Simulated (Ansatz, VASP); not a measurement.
# One calculation of Mo, two programs

```xyz
3
Lattice="3.1600 0.0000 0.0000 0.0000 3.1600 0.0000 0.0000 0.0000 15.1600" Properties=species:S:1:pos:R:3 pbc="T T T"
Mo    0.0000    0.0000    6.1333
Mo    1.5800    1.5800    7.5800
Mo    0.0000    0.0000    9.0267
```

Alike in both runs: functional PBE; k mesh 16 × 16 × 1; occupations methfessel-paxton of order 1, width 0.1 eV; no spin polarisation.

Ansatz relaxed the structure, and its values are those at the end. VASP's run is a single point on that final structure, the one shown.

|  | VASP | Ansatz |
| --- | --- | --- |
| version | VASP 6.6.1 | Ansatz 0.2.0 |
| potentials or method | VASP PAW PBE potentials, release 64 (Mo_sv) | scalar-relativistic, plane waves, PAW |
| plane-wave cutoff (eV) | 520 | 420 |
| valence electrons in the cell | 42 | 42 |

Ansatz gave:

- gap on the k mesh at the Fermi level (eV): none
- rms of the force components (eV/Å): 0.005

Q: What did VASP give for the same quantities?

A: gap on the k mesh at the Fermi level (eV): none; rms of the force components (eV/Å): 0.008.

A gap of «none» marks a metal or a gap that the smearing closes. The functional is the same, so the differences come from potentials, cutoffs and numerics.
